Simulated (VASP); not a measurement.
# ZnS (Cmcm) in VASP: relaxation of cell and atoms with PBEsol

Aim: the relaxation of cell and atoms of ZnS with PBEsol.

All numbers are computed with VASP 6.6.1; they aren't measurements. Logs are shortened: lines on timing, memory, paths and dates and some standing lists are left out, and cuts for length are marked.

## 1. The cell of the first run

Symmetry: Cmcm, No. 63, orthorhombic system. Conventional cell: a = 3.671 Å, b = 10.505 Å, c = 4.054 Å, α = 90.00°, β = 90.00°, γ = 90.00°. Zn (site symmetry m2m) has 7 S at 2.56 to 3.26 Å and 2 Zn at 3.12 Å within 3.4 Å. Within 3.7 Å of S (site symmetry m2m) lie 7 Zn at 2.56 to 3.26 Å and 8 S at 3.53 to 3.67 Å.

## 2. Relaxation of cell and atoms, PBEsol

Input file INCAR:

```
SYSTEM = ZnS
ALGO = Normal
EDIFF = 1E-6
EDIFFG = -0.01
ENCUT = 600
GGA = PS
IBRION = 2
ISIF = 3
ISMEAR = -1
LASPH = .TRUE.
LCHARG = .FALSE.
LREAL = .FALSE.
LWAVE = .FALSE.
NELM = 60
NSW = 100
PREC = Accurate
SIGMA = 0.03
```

Input file KPOINTS:

```
k-points
0
G
  6 6 6
  0 0 0
```

Input file POSCAR:

```
ZnS
1.0
    1.8356355300     -5.2524521100      0.0000000000
    1.8356355300      5.2524521100      0.0000000000
    0.0000000000      0.0000000000      4.0543462600
Zn S
2 2
Direct
    0.3868549800      0.6131450200      0.7500000000
    0.6131450200      0.3868549800      0.2500000000
    0.8565043900      0.1434956100      0.2500000000
    0.1434956100      0.8565043900      0.7500000000
```

Potentials or basis: VASP PAW PBE potentials, release 64 (Zn, S).

Started as:

```console
$ cat potpaw_PBE.64/Zn/POTCAR potpaw_PBE.64/S/POTCAR > POTCAR
$ mpirun -np 1 vasp_std > vasp.out
```

OUTCAR:

```text
SYSTEM = ZnS
   EDIFF = 1E-6
   EDIFFG = -0.01
   ENCUT = 600
   GGA = PS
   IBRION = 2
   ISIF = 3
   ISMEAR = -1
   LASPH = .TRUE.
   LREAL = .FALSE.
   NELM = 60
   NSW = 100
   PREC = Accurate

 ion  position               nearest neighbor table
   1  0.387  0.613  0.750-   4 2.56   3 2.75   3 2.75   3 2.75   3 2.75
   2  0.613  0.387  0.250-   3 2.56   4 2.75   4 2.75   4 2.75   4 2.75
   3  0.857  0.143  0.250-   2 2.56   1 2.75   1 2.75   1 2.75   1 2.75
   4  0.143  0.857  0.750-   1 2.56   2 2.75   2 2.75   2 2.75   2 2.75

  LATTYP: Found a base centered orthorhombic cell.
 ALAT       =     3.6712710600
 B/A-ratio  =     2.8613807176
 C/A-ratio  =     1.1043440252

  Lattice vectors:

 A1 = (   1.8356355300,  -5.2524521100,   0.0000000000)
 A2 = (   1.8356355300,   5.2524521100,   0.0000000000)
 A3 = (   0.0000000000,   0.0000000000,   4.0543462600)

Analysis of symmetry for initial positions (statically):
=====================================================================
 Subroutine PRICEL returns:
 Original cell was already a primitive cell.

 Routine SETGRP: Setting up the symmetry group for a
 base centered orthorhombic supercell.

 Subroutine GETGRP returns: Found  8 space group operations
 (whereof  4 operations were pure point group operations)
 out of a pool of  8 trial point group operations.

The static configuration has the point symmetry C_2h.
 The point group associated with its full space group is D_2h.

Analysis of symmetry for dynamics (positions and initial velocities):
=====================================================================
 Subroutine PRICEL returns:
 Original cell was already a primitive cell.

 Routine SETGRP: Setting up the symmetry group for a
 base centered orthorhombic supercell.

 Subroutine GETGRP returns: Found  8 space group operations
 (whereof  4 operations were pure point group operations)
 out of a pool of  8 trial point group operations.

The dynamic configuration has the point symmetry C_2h.
 The point group associated with its full space group is D_2h.

 Subroutine INISYM returns: Found  8 space group operations
 (whereof  4 operations are pure point group operations),
 and found     1 'primitive' translations

----------------------------------------------------------------------------------------

                                     Primitive cell

  volume of cell :      78.1807

  direct lattice vectors                    reciprocal lattice vectors
     1.835635530 -5.252452110  0.000000000     0.272385227 -0.095193633  0.000000000
     1.835635530  5.252452110  0.000000000     0.272385227  0.095193633  0.000000000
     0.000000000  0.000000000  4.054346260     0.000000000  0.000000000  0.246648889

  length of vectors
     5.563974386  5.563974386  4.054346260     0.288540360  0.288540360  0.246648889

  position of ions in fractional coordinates (direct lattice)
     0.386854980  0.613145020  0.750000000
     0.613145020  0.386854980  0.250000000
     0.856504390  0.143495610  0.250000000
     0.143495610  0.856504390  0.750000000

  ion indices of the primitive-cell ions
   primitive index   ion index
                 1           1
                 2           2
                 3           3
                 4           4

----------------------------------------------------------------------------------------

 KPOINTS: k-points

Automatic generation of k-mesh.
 Grid dimensions read from file:
 generate k-points for:    6    6    6

 Generating k-lattice:

  Cartesian coordinates                     Fractional coordinates (reciprocal lattice)
     0.045397538 -0.015865606  0.000000000     0.166666667  0.000000000  0.000000000
     0.045397538  0.015865606  0.000000000     0.000000000  0.166666667  0.000000000
     0.000000000  0.000000000  0.041108148     0.000000000  0.000000000  0.166666667

  Length of vectors
     0.048090060  0.048090060  0.041108148

  Shift w.r.t. Gamma in fractional coordinates (k-lattice)
     0.000000000  0.000000000  0.000000000

 Subroutine IBZKPT returns following result:
 ===========================================

 Found     52 irreducible k-points:

 Following reciprocal coordinates:
            Coordinates               Weight
  0.000000  0.000000  0.000000      1.000000
  0.166667  0.000000  0.000000      4.000000
  0.333333  0.000000  0.000000      4.000000
  0.500000 -0.000000  0.000000      2.000000
  0.166667  0.166667  0.000000      2.000000
  0.333333  0.166667  0.000000      4.000000
[... 16 lines left out ...]
  0.333333  0.333333  0.166667      4.000000
  0.500000  0.333333  0.166667      8.000000
 [... further k-points ...]
   k-points           NKPTS =     52   k-points in BZ     NKDIM =     52   number of bands    NBANDS=     22
   number of dos      NEDOS =    301   number of ions     NIONS =      4
   total plane-waves  NPLWV =  73728
   dimension x,y,z NGX =    48 NGY =   48 NGZ =   32
   dimension x,y,z NGXF=    96 NGYF=   96 NGZF=   64
   ions per type =               2   2
   NGX,Y,Z   is equivalent  to a cutoff of  14.34, 14.34, 13.12 a.u.
   NGXF,Y,Z  is equivalent  to a cutoff of  28.68, 28.68, 26.24 a.u.
 SYSTEM =  ZnS
   PREC   = accura    normal or accurate (medium, high low for compatibility)
   ISTART =      0    job   : 0-new  1-cont  2-samecut
   ICHARG =      2    charge: 1-file 2-atom 10-const
   ISPIN  =      1    spin polarized calculation?
   LNONCOLLINEAR =      F non collinear calculations
   LSORBIT =      F    spin-orbit coupling
   LASPH  =      T    aspherical Exc in radial PAW
   ENCUT  =  600.0 eV  44.10 Ry    6.64 a.u.  11.11 11.11  8.10*2*pi/ulx,y,z
   NELM   =     60;   NELMIN=  2; NELMDL= -5     # of ELM steps
   EDIFF  = 0.1E-05   stopping-criterion for ELM
   LREAL  =      F    real-space projection
   EDIFFG = -.1E-01   stopping-criterion for IOM
   NSW    =    100    number of steps for IOM
   IBRION =      2    ionic relax: 0-MD 1-quasi-New 2-CG
   NFREE  =      1    steps in history (QN), initial steepest desc. (CG)
   ISIF   =      3    stress and relaxation
   ISYM   =      2    0-nonsym 1-usesym 2-fastsym
   POTIM  = 0.5000    time-step for ionic-motion
   TEBEG  =    0.0;   TEEND  =   0.0 temperature during run
   PSTRESS=    0.0 pullay stress
   NELECT =      36.0000    total number of electrons
   NUPDOWN=      -1.0000    fix difference up-down
   EMIN   =  10.00;   EMAX   =-10.00  energy-range for DOS
   EFERMI =   0.00;   METHOD = LEGACY
   ISMEAR =    -1;   SIGMA  =   0.03  broadening in eV -4-tet -1-fermi 0-gaus
   EFERMI_NEDOS =   21; number of points for ismear=-14 and -15
   IALGO  =     38    algorithm
   IMIX   =      4    mixing-type and parameters
     AMIX     =   0.40;   BMIX     =  1.00
     AMIX_MAG =   1.60;   BMIX_MAG =  1.00
  volume/ion in A,a.u.               =      19.55       131.90
  Fermi-wavevector in a.u.,A,eV,Ry     =   1.264181  2.388955 21.744194  1.598153
  Thomas-Fermi vector in A             =   2.397499
   LORBIT       =      0    0 simple, 1 ext, 2 COOP (PROOUT), +10 PAW based schemes
   GGA     = PS    functional components
   LHFCALC =     F    Hartree Fock is set to
   AEXX    =    0.0000 exact exchange contribution
   IVDW    =     0    specifies the selected vdW correction
   LEPSILON=     F    determine dielectric tensor
   LRPA    =     F    only Hartree local field effects (RPA)
 conjugate gradient relaxation of ions
 non-spin polarized calculation
  energy-cutoff  :      600.00
  volume of cell :       78.18
 maximum number of plane-waves:      2644
 NGX is ok and might be reduce to    48
   NGX = 23   NGY = 23   NGZ = 17

--------------------------------------- Ionic step        1  -------------------------------------------

 number of electron      36.0000004 magnetization

 Free energy of the ion-electron system (eV)
  ---------------------------------------------------
  ext. energy  EPLUGINS =         0.00000000
  ---------------------------------------------------
  free energy    TOTEN  =       -12.26739273 eV

  energy without entropy =      -12.26504021  energy(sigma->0) =      -12.26621647

------------------------ aborting loop because EDIFF is reached ----------------------------------------

  FORCE on cell =-STRESS in cart. coord.  units (eV):
  Direction    XX          YY          ZZ          XY          YZ          ZX
  --------------------------------------------------------------------------------------
  -------------------------------------------------------------------------------------
  Total       -5.6737070     -4.7489187     -7.4132191      0.0000000     -0.0000000      0.0000000
  in kB     -116.2727912    -97.3208570   -151.9210767      0.0000000     -0.0000000      0.0000000
  external PRESSURE =    -121.8382416 kB  Pullay stress =       0.0000000 kB
[... 95 lines left out ...]
  FREE ENERGIE OF THE ION-ELECTRON SYSTEM (eV)
  ---------------------------------------------------
  free  energy   TOTEN  =       -13.0442862522 eV

  energy  without entropy=      -13.0440753482  energy(sigma->0) =      -13.04418080

 E-fermi :   4.8247     XC(G=0): -11.2919

 val. band max:        4.7597282511   @ k =   0.1667   0.1667   0.0000
 cond. band min:       4.9117690070   @ k =   0.3333   0.1667   0.5000
 fundamental gap:      0.1520407559
 Fermi energy:         4.8247478187

 k-point     1 :       0.0000    0.0000    0.0000
  band No.  band energies     occupation
      1      -9.8739      2.00000
      2      -7.8875      2.00000
      3      -2.3321      2.00000
      4      -2.2975      2.00000
      5      -2.2032      2.00000
      6      -2.1694      2.00000
[... 589 lines left out ...]
     21       9.6367      0.00000
     22      10.9313      0.00000

 [... further k-points ...]

[... ionic steps 4 to 32 ...]

--------------------------------------- Ionic step       33  -------------------------------------------

 number of electron      36.0000002 magnetization

------------------------ aborting loop because EDIFF is reached ----------------------------------------
[... 71 lines left out ...]
--------------------------------------- Ionic step       35  -------------------------------------------

 number of electron      35.9999994 magnetization

 Free energy of the ion-electron system (eV)
  ---------------------------------------------------
  ext. energy  EPLUGINS =         0.00000000
  ---------------------------------------------------
  free energy    TOTEN  =       -13.75463941 eV

  energy without entropy =      -13.75461169  energy(sigma->0) =      -13.75462555

 E-fermi :   3.2056     XC(G=0): -10.1194

 val. band max:        2.9870466353   @ k =   0.3333   0.1667   0.0000
 cond. band min:       3.4300999120   @ k =   0.3333   0.1667   0.5000
 fundamental gap:      0.4430532767
 Fermi energy:         3.2056049104

 k-point     1 :       0.0000    0.0000    0.0000
  band No.  band energies     occupation
      1     -11.0479      2.00000
      2      -9.8769      2.00000
      3      -3.9097      2.00000
      4      -3.7036      2.00000
      5      -3.6862      2.00000
      6      -3.6760      2.00000
[... 589 lines left out ...]
     21       7.8460      0.00000
     22       9.2553      0.00000

 [... further k-points ...]

------------------------ aborting loop because EDIFF is reached ----------------------------------------

  FORCE on cell =-STRESS in cart. coord.  units (eV):
  Direction    XX          YY          ZZ          XY          YZ          ZX
  --------------------------------------------------------------------------------------
  -------------------------------------------------------------------------------------
  Total       -0.0023230      0.0065651      0.0101671      0.0000000      0.0000000      0.0000000
  in kB       -0.0498231      0.1408083      0.2180637      0.0000000      0.0000000      0.0000000
  external PRESSURE =       0.1030163 kB  Pullay stress =       0.0000000 kB
[... 19 lines left out ...]
  FREE ENERGIE OF THE ION-ELECTRON SYSTEM (eV)
  ---------------------------------------------------
  free  energy   TOTEN  =       -13.7546394097 eV

  energy  without entropy=      -13.7546116923  energy(sigma->0) =      -13.75462555

 reached required accuracy - stopping structural energy minimisation
```

Wall time 50 min (1 thread of Intel Xeon 8259CL, shared host); peak memory 0.34 GiB.

What came out:

```yaml
Free_energy: -13.7546 eV
Relaxed_volume: 18.68 Å³/atom
Relaxed_cell: a = 6.489 Å, b = 6.489 Å, c = 3.461 Å, α = 90.00°, β = 90.00°, γ = 149.17°
Space_group_after_relaxing_to_0.1_Å: Cmcm (No. 63)
Energy_gained_by_relaxing: 371.8 meV/atom
Ionic_steps: 35
Pressure_after_relaxing: 0.0 GPa
Largest_force_after_relaxing: 0.007 eV/Å
Band_gap_on_the_k_mesh: 0.44 eV (least direct gap 2.21 eV)
```

Forces on the atoms (eV/Å):
```
Zn   0.000  0.003  0.000
Zn   0.000 -0.003  0.000
S    0.000 -0.007  0.000
S    0.000  0.007  0.000
```

The path:
```csv
step,energy change (eV),largest force (eV/Å),pressure (GPa),volume (Å³)
1,0.0000,0.9661,-12.18,78.18
2,-0.7750,0.7434,2.28,62.52
3,-0.7769,0.7179,1.29,63.11
4,-0.8936,0.5531,1.81,62.86
5,-0.9650,0.6915,3.72,62.38
6,-1.0616,0.7543,-0.20,65.57
7,-1.0927,0.7926,-3.58,69.04
8,-1.1566,0.7556,-3.38,69.57
9,-1.3152,0.6135,-2.59,71.10
10,-1.4318,0.5116,-0.71,73.90
11,-1.4357,0.4657,-1.08,73.29
12,-1.4754,0.1445,0.66,71.94
13,-1.4771,0.0491,1.20,71.62
14,-1.4816,0.0483,-0.17,72.82
15,-1.4820,0.0498,0.19,72.53
16,-1.4820,0.0492,0.08,72.57
17,-1.4820,0.0493,0.13,72.55
18,-1.4828,0.0593,0.02,72.76
19,-1.4839,0.0882,-0.25,73.36
20,-1.4845,0.0708,-0.18,73.37
21,-1.4851,0.0458,0.01,73.38
22,-1.4854,0.0287,0.39,73.42
23,-1.4855,0.0342,0.33,73.41
24,-1.4860,0.0293,0.26,73.66
25,-1.4865,0.0331,-0.01,74.32
26,-1.4865,0.0273,0.09,74.21
27,-1.4865,0.0308,0.03,74.26
28,-1.4867,0.0225,0.03,74.39
29,-1.4869,0.0403,-0.24,74.75
30,-1.4869,0.0340,-0.19,74.61
31,-1.4870,0.0305,-0.09,74.61
32,-1.4871,0.0262,0.00,74.60
33,-1.4871,0.0256,0.05,74.60
34,-1.4871,0.0195,0.02,74.63
35,-1.4872,0.0068,0.01,74.70
```

Final structure:
```
CELL_PARAMETERS angstrom
1.72510 -6.25584 0.00000
1.72510 6.25584 0.00000
0.00000 0.00000 3.46094
ATOMIC_POSITIONS crystal
Zn 0.32933 0.67067 0.75000
Zn 0.67067 0.32933 0.25000
S 0.86281 0.13719 0.25000
S 0.13719 0.86281 0.75000
```

Levels at points of the mesh, in eV from the valence-band top:
```tsv
k point	band 15	band 16	band 17	band 18	band 19	band 20	band 21	band 22
(0.00, 0.00, 0.00)	-2.13	-1.12	-1.01	-0.93	1.31	1.31	5.87	6.60
(0.50, 0.00, 0.00)	-2.32	-1.78	-0.13	0.00	3.80	4.31	5.09	5.52
(0.50, 0.50, 0.00)	-2.17	-2.01	-1.17	-0.99	1.22	2.22	5.46	5.92
(0.00, 0.00, 0.50)	-2.46	-2.46	-0.04	-0.04	4.68	4.68	6.09	6.09
(0.50, 0.00, 0.50)	-3.51	-3.51	-2.76	-2.76	0.46	0.46	5.23	5.23
(0.50, 0.50, 0.50)	-1.65	-1.65	-0.06	-0.06	3.45	3.45	5.20	5.20
```

Caveat: semilocal functionals underestimate gaps, and a narrow one can read as zero; a cell axis changed by over 15 % at a fixed basis, so the end point is rough; the PAW data sets were made with another functional, which shifts forces and pressure a little. A k mesh can miss the band edges.
